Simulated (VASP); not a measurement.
Runs of VASP 6.6.1 on CaHN. The structure is that of space group I4mm (No. 107), or close to it. The cells are those of the table. 

| cell | gap on the mesh (eV) | pressure (GPa) | largest force (eV/Å) |
| --- | --- | --- | --- |
| a = 3.622 Å, angles 124.4, 124.4, 82.6°, 3 atoms | 2.61 | 9.6 | 2.19 |
| a = 3.925 Å, angles 124.4, 124.4, 82.6°, 3 atoms | (c) | (b) | 0.86 |
| a = 3.779 Å, angles 124.4, 124.4, 82.6°, 3 atoms | 2.09 | -4.3 | 0.54 |
| a = 3.676 Å, angles 124.4, 124.4, 82.6°, 3 atoms | 2.54 | 4.0 | 1.52 |
| a = 3.829 Å, angles 124.4, 124.4, 82.6°, 3 atoms | 1.89 | -7.3 | 0.21 |
| a = 3.878 Å, angles 124.4, 124.4, 82.6°, 3 atoms | 1.71 | -9.7 | (a) |
| a = 3.728 Å, angles 124.4, 124.4, 82.6°, 3 atoms | 2.31 | -0.6 | 0.99 |

Alike in all rows: task single point; level LDA; potentials or basis VASP PAW LDA potentials, release 64 (Ca_sv, H, N); no spin polarisation; k mesh 8 × 8 × 8; cutoff (eV) 520; smearing gaussian 0.01 eV.

Question: Estimate the missing entries.

Answer: (a) 0.49; (b) -11.7; (c) 1.54.

Caveats: forces of over 1 eV/Å act on the atoms, so gaps and moduli don't describe the material at rest (some runs).

A k mesh can miss the band edges.
